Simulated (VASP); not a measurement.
A run of VASP 6.6.1 is set up as follows.

The input INCAR:

```
  PREC = Accurate
  ENCUT = 600
  EDIFF = 1E-7
  ISMEAR = 0
  SIGMA = 0.01
  LREAL = False
  LASPH = True
  NELM = 100
  ALGO = Normal
  ISIF = 3
  LWAVE = False
  LCHARG = False
  GGA = PS
  IBRION = 2
  NSW = 100
  EDIFFG = -0.002
  PSTRESS = -20.0
```

Contents of KPOINTS:

```
regular mesh
0
Gamma
  6 6 4
```

Contents of POSCAR:

```
CdSe
1.0
    4.3011016630      0.0000000000      0.0000000000
   -2.1505508315      3.7248633044      0.0000000000
    0.0000000000      0.0000000000      7.0222409791
Cd Se
2 2
Direct
    0.3333333333      0.6666666667      0.0046992087
    0.6666666667      0.3333333333      0.5046992087
    0.3333333333      0.6666666667      0.3803007913
    0.6666666667      0.3333333333      0.8803007913
```

Potentials or basis: VASP PAW PBE potentials, release 64 (Cd, Se).

Launch:

```sh
$ cat potpaw_PBE.64/Cd/POTCAR potpaw_PBE.64/Se/POTCAR > POTCAR
$ mpirun -np 1 vasp_std > vasp.out
```

(1) What does it give for the band gap on the k mesh?

(2) Predict the space group after relaxing (to 0.05 Å).

(3) Estimate the relaxed cell.

Results:

(1) 0.44 eV, direct.

(2) P6_3mc (No. 186).

(3) a = 4.373 Å, b = 4.373 Å, c = 7.132 Å, α = 90.00°, β = 90.00°, γ = 120.00°.

Caveat: the cell is relaxed towards a set pressure, so the enthalpy falls and the energy may rise.
